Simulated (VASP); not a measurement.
# Be2SbP3 (P3m1) in VASP: a series of runs

Be2SbP3 is run at these levels: PBE; tasks: single point, relaxation of cell and atoms.

All numbers are computed with VASP 6.6.1; they aren't measurements. Logs are shortened: lines on timing, memory, paths and dates and some standing lists are left out, and cuts for length are marked.

## (1) The cell of the first run

The structure is trigonal, space group P3m1 (No. 156). Conventional cell: a = 4.059 Å, b = 4.059 Å, c = 7.404 Å, α = 90.00°, β = 90.00°, γ = 120.00°. Within 4.1 Å of Be (site symmetry 3m) lie 3 Sb at 2.85 Å and 9 P at 2.92 to 3.23 Å and 8 Be at 3.46 to 4.06 Å. Be (site symmetry 3m) has 9 P at 2.84 to 3.22 Å and 3 Sb at 2.98 Å and 1 Be at 3.46 Å within 3.7 Å. Within 3.1 Å of Sb (site symmetry 3m) lie 3 P at 2.36 Å and 6 Be at 2.85 to 2.98 Å. P (site symmetry 3m) has 3 Sb at 2.36 Å and 6 Be at 2.84 to 2.99 Å within 3.1 Å. Within 3.4 Å of P (site symmetry 3m) lie 4 P at 2.39 to 3.32 Å and 6 Be at 2.91 to 3.23 Å. Within 3.4 Å of P (site symmetry 3m) lie 3 P at 2.39 Å and 6 Be at 2.92 to 3.22 Å and 1 Sb at 3.36 Å.

The cell was generated, and may not be a known phase.

## (2) Single point, PBE

INCAR

```
SYSTEM = Be2SbP3
ALGO     = Normal         ! electronic algorithm
EDIFF    = 1E-6           ! SCF threshold, eV
ENCUT    = 520            ! plane-wave cutoff, eV
GGA      = PE             ! functional
ISIF     = 2              ! what is computed and relaxed
ISMEAR   = 0              ! smearing method
LASPH    = .TRUE.         ! aspherical terms in the spheres
LCHARG   = .FALSE.        ! write CHGCAR
LREAL    = .FALSE.        ! projectors in reciprocal space
LWAVE    = .FALSE.        ! write WAVECAR
NBANDS   = 21             ! bands
NELM     = 100            ! most SCF steps
PREC     = Accurate       ! precision mode
SIGMA    = 0.1            ! smearing width, eV
```

KPOINTS

```
k-points
0
G
  6 6 4
  0 0 0
```

POSCAR

```
Be2SbP3
1.0
    4.0586756000      0.0000000000      0.0000000000
   -2.0293378000      3.5149161700      0.0000000000
    0.0000000000      0.0000000000      7.4041714700
Be Sb P
2 1 3
Direct
    0.3333333300      0.6666666700      0.7339270100
    0.3333333300      0.6666666700      0.2666958000
    0.0000000000      0.0000000000      0.5143604900
    0.6666666700      0.3333333300      0.4822870200
    0.6666666700      0.3333333300      0.0342851900
    0.0000000000      0.0000000000      0.9684435100
```

Potentials or basis: VASP PAW PBE potentials, release 64 (Be, Sb, P).

The run is started by

```bash
$ cat potpaw_PBE.64/Be/POTCAR potpaw_PBE.64/Sb/POTCAR potpaw_PBE.64/P/POTCAR > POTCAR
$ mpirun -np 1 vasp_std > vasp.out
```

OUTCAR:

```text
SYSTEM = Be2SbP3
   EDIFF = 1E-6
   ENCUT = 520
   GGA = PE
   ISIF = 2
   ISMEAR = 0
   LASPH = .TRUE.
   LREAL = .FALSE.
   NELM = 100
   PREC = Accurate

 ion  position               nearest neighbor table
   1  0.333  0.667  0.734-   3 2.85   3 2.85   3 2.85
   2  0.333  0.667  0.267-   3 2.98   3 2.98   3 2.98
   3  0.000  0.000  0.514-   4 2.36   4 2.36   4 2.36   1 2.85   1 2.85   1 2.85   2 2.98   2 2.98
                             2 2.98   6 3.36
   4  0.667  0.333  0.482-   3 2.36   3 2.36   3 2.36
   5  0.667  0.333  0.034-   6 2.39   6 2.39   6 2.39
   6  0.000  0.000  0.968-   5 2.39   5 2.39   5 2.39   3 3.36

  LATTYP: Found a hexagonal cell.
 ALAT       =     4.0586756000
 C/A-ratio  =     1.8242826478

  Lattice vectors:

 A1 = (   4.0586756000,   0.0000000000,   0.0000000000)
 A2 = (  -2.0293378000,   3.5149161700,   0.0000000000)
 A3 = (   0.0000000000,   0.0000000000,   7.4041714700)

Analysis of symmetry for initial positions (statically):
=====================================================================
 Subroutine PRICEL returns:
 Original cell was already a primitive cell.

 Routine SETGRP: Setting up the symmetry group for a
 hexagonal supercell.

 Subroutine GETGRP returns: Found  6 space group operations
 (whereof  6 operations were pure point group operations)
 out of a pool of 24 trial point group operations.

The static configuration has the point symmetry C_3v.

Analysis of symmetry for dynamics (positions and initial velocities):
=====================================================================
 Subroutine PRICEL returns:
 Original cell was already a primitive cell.

 Routine SETGRP: Setting up the symmetry group for a
 hexagonal supercell.

 Subroutine GETGRP returns: Found  6 space group operations
 (whereof  6 operations were pure point group operations)
 out of a pool of 24 trial point group operations.

The dynamic configuration has the point symmetry C_3v.

 Subroutine INISYM returns: Found  6 space group operations
 (whereof  6 operations are pure point group operations),
 and found     1 'primitive' translations

----------------------------------------------------------------------------------------

                                     Primitive cell

  volume of cell :     105.6272

  direct lattice vectors                    reciprocal lattice vectors
     4.058675600  0.000000000  0.000000000     0.246385791  0.142250903  0.000000000
    -2.029337800  3.514916170  0.000000000     0.000000000  0.284501806  0.000000000
[... 95 lines left out ...]
   NSW    =      0    number of steps for IOM
   IBRION =     -1    ionic relax: 0-MD 1-quasi-New 2-CG
   NFREE  =      0    steps in history (QN), initial steepest desc. (CG)
   ISIF   =      2    stress and relaxation
   ISYM   =      2    0-nonsym 1-usesym 2-fastsym
   POTIM  = 0.5000    time-step for ionic-motion
   TEBEG  =    0.0;   TEEND  =   0.0 temperature during run
   PSTRESS=    0.0 pullay stress
   NELECT =      24.0000    total number of electrons
   NUPDOWN=      -1.0000    fix difference up-down
   EMIN   =  10.00;   EMAX   =-10.00  energy-range for DOS
   EFERMI =   0.00;   METHOD = LEGACY
   ISMEAR =     0;   SIGMA  =   0.10  broadening in eV -4-tet -1-fermi 0-gaus
   EFERMI_NEDOS =   21; number of points for ismear=-14 and -15
   IALGO  =     38    algorithm
   IMIX   =      4    mixing-type and parameters
     AMIX     =   0.40;   BMIX     =  1.00
     AMIX_MAG =   1.60;   BMIX_MAG =  1.00
  volume/ion in A,a.u.               =      17.60       118.80
  Fermi-wavevector in a.u.,A,eV,Ry     =   0.998972  1.887783 13.577867  0.997945
  Thomas-Fermi vector in A             =   2.131231
   LORBIT       =      0    0 simple, 1 ext, 2 COOP (PROOUT), +10 PAW based schemes
   GGA     = PE    functional components
   LHFCALC =     F    Hartree Fock is set to
   AEXX    =    0.0000 exact exchange contribution
   IVDW    =     0    specifies the selected vdW correction
   LEPSILON=     F    determine dielectric tensor
   LRPA    =     F    only Hartree local field effects (RPA)
 non-spin polarized calculation
 Gauss-broadening in eV      SIGMA  =   0.10
  energy-cutoff  :      520.00
  volume of cell :      105.63
 maximum number of plane-waves:      2877
   NGX = 15   NGY = 15   NGZ = 27

 number of electron      23.9999997 magnetization

 Free energy of the ion-electron system (eV)
  ---------------------------------------------------
  ext. energy  EPLUGINS =         0.00000000
  ---------------------------------------------------
  free energy    TOTEN  =       -20.92748964 eV

  energy without entropy =      -20.90780628  energy(sigma->0) =      -20.91764796

 E-fermi :   6.6625     XC(G=0):  -9.9786

 val. band max:        6.6312220949   @ k =   0.1667   0.0000   0.5000
 cond. band min:       6.6673975867   @ k =   0.1667   0.1667   0.0000
 fundamental gap:      0.0361754918
 Fermi energy:         6.6624769096

 k-point     1 :       0.0000    0.0000    0.0000
  band No.  band energies     occupation
      1      -8.0011      2.00000
      2      -6.6750      2.00000
      3      -0.9504      2.00000
      4       2.0469      2.00000
      5       2.5601      2.00000
      6       2.5601      2.00000
[... 565 lines left out ...]
     20      11.5488      0.00000
     21      12.8625      0.00000

------------------------ aborting loop because EDIFF is reached ----------------------------------------

  FORCE on cell =-STRESS in cart. coord.  units (eV):
  Direction    XX          YY          ZZ          XY          YZ          ZX
  --------------------------------------------------------------------------------------
  -------------------------------------------------------------------------------------
  Total        8.8046857      8.8046857     -5.2029000      0.0000000      0.0000000      0.0000000
  in kB      133.5514666    133.5514662    -78.9187648      0.0000000      0.0000000      0.0000000
  external PRESSURE =      62.7280560 kB  Pullay stress =       0.0000000 kB

 VOLUME and BASIS-vectors are now :
 -----------------------------------------------------------------------------
  energy-cutoff  :      520.00
  volume of cell :      105.63
      direct lattice vectors                 reciprocal lattice vectors
     4.058675600  0.000000000  0.000000000     0.246385791  0.142250903  0.000000000
    -2.029337800  3.514916170  0.000000000     0.000000000  0.284501806  0.000000000
     0.000000000  0.000000000  7.404171470     0.000000000  0.000000000  0.135059001

 POSITION                                       TOTAL-FORCE (eV/Angst)
 -----------------------------------------------------------------------------------
     -0.00000      2.34328      5.43412         0.000000     -0.000000      0.591954
     -0.00000      2.34328      1.97466         0.000000     -0.000000     -0.421494
      0.00000      0.00000      3.80841         0.000000     -0.000000      1.001093
      2.02934      1.17164      3.57094        -0.000000      0.000000     -1.144231
      2.02934      1.17164      0.25385        -0.000000      0.000000      0.203033
      0.00000      0.00000      7.17052         0.000000     -0.000000     -0.230355
 -----------------------------------------------------------------------------------
    total drift:                               -0.000009      0.000005     -0.000090

  FREE ENERGIE OF THE ION-ELECTRON SYSTEM (eV)
  ---------------------------------------------------
  free  energy   TOTEN  =       -20.9274896407 eV

  energy  without entropy=      -20.9078062824  energy(sigma->0) =      -20.91764796
```

It took 24 s on 1 thread of Oxide Virtual Turin-like, shared host; peak memory 0.2 GiB.

What came out:

```yaml
Free_energy: -20.9275 eV
Pressure: 6.3 GPa
Largest_force: 1.144 eV/Å
Band_gap_on_the_k_mesh: zero (bands 12 and 13 overlap by 1.85 eV)
```

Forces in eV/Å, atoms in the order of the input:
```
Be   0.000  0.000  0.592
Be   0.000  0.000 -0.421
Sb   0.000  0.000  1.001
P    0.000  0.000 -1.144
P    0.000  0.000  0.203
P    0.000  0.000 -0.230
```

Caveat: the stress differs along the axes, from -8 to 13 GPa; spin-orbit coupling is left out, which moves the levels of the heavy elements; forces of over 1 eV/Å act on the atoms, so gaps and moduli don't describe the material at rest.

## (3) Single point, PBE

This run uses another cell than the first one, of 19.36 Å³/atom.

INCAR

```
SYSTEM = Be2SbP3
PREC     = Accurate       ! precision mode
ENCUT    = 520            ! plane-wave cutoff, eV
EDIFF    = 1E-6           ! SCF threshold, eV
ISMEAR   = 0              ! smearing method
SIGMA    = 0.1            ! smearing width, eV
LREAL    = .False.        ! projectors in reciprocal space
LASPH    = .True.         ! aspherical terms in the spheres
NELM     = 100            ! most SCF steps
ALGO     = Normal         ! electronic algorithm
ISIF     = 2              ! what is computed and relaxed
LWAVE    = .False.        ! write WAVECAR
LCHARG   = .False.        ! write CHGCAR
GGA      = PE             ! functional
NBANDS   = 21             ! bands
```

KPOINTS

```
Automatic mesh
0
Gamma
  6 6 4
  0 0 0
```

POSCAR

```
Be2SbP3
1.0
    4.0281052300      0.0000000000      0.0000000000
   -2.0140526150      3.4884414583      0.0000000000
    0.0000000000      0.0000000000      8.2650740556
Be Sb P
2 1 3
Direct
    0.3333333333      0.6666666667      0.6712146598
    0.3333333333      0.6666666667      0.3058387922
    0.0000000000      0.0000000000      0.6861347457
    0.6666666667      0.3333333333      0.3039055226
    0.6666666667      0.3333333333      0.0375033863
    0.0000000000      0.0000000000      0.9954019133
```

Potentials or basis: VASP PAW PBE potentials, release 64 (Be, Sb, P).

The run is started by

```bash
$ cat potpaw_PBE.64/Be/POTCAR potpaw_PBE.64/Sb/POTCAR potpaw_PBE.64/P/POTCAR > POTCAR
$ mpirun -np 1 vasp_std > vasp.out
```

Wall time 28 s (1 thread of Oxide Virtual Turin-like, shared host); peak memory 0.22 GiB.

The run converged. Its results:

| Item | Value |
| --- | --- |
| Free energy | -26.3181 eV |
| Pressure | 0.1 GPa |
| Largest force | 0.048 eV/Å |
| Band gap on the k mesh | zero (bands 12 and 13 overlap by 1.05 eV) |

Forces on the atoms (eV/Å):
```
Be   0.000  0.000  0.005
Be   0.000  0.000  0.005
Sb   0.000  0.000 -0.001
P    0.000  0.000 -0.048
P    0.000  0.000  0.025
P    0.000  0.000  0.013
```

Levels at points of the mesh, in eV from the Fermi level:
| k point | band 9 | band 10 | band 11 | band 12 | band 13 | band 14 | band 15 | band 16 |
| --- | --- | --- | --- | --- | --- | --- | --- | --- |
| (0.00, 0.00, 0.00) | -1.82 | -1.82 | -0.47 | -0.47 | 0.67 | 0.95 | 0.95 | 2.08 |
| (0.50, 0.00, 0.00) | -2.68 | -2.49 | -2.14 | -2.00 | 0.49 | 1.38 | 2.19 | 2.42 |
| (0.00, 0.00, 0.50) | -1.80 | -1.80 | -0.54 | -0.54 | 0.14 | 0.92 | 0.92 | 1.46 |
| (0.50, 0.00, 0.50) | -3.36 | -2.82 | -1.86 | -1.57 | 0.94 | 1.33 | 2.44 | 3.42 |

Caveat: spin-orbit coupling is left out, which moves the levels of the heavy elements.

(Part 1 of 2 ends here.)

The gap in the log of VASP goes by the Fermi energy; the results here count the filled bands.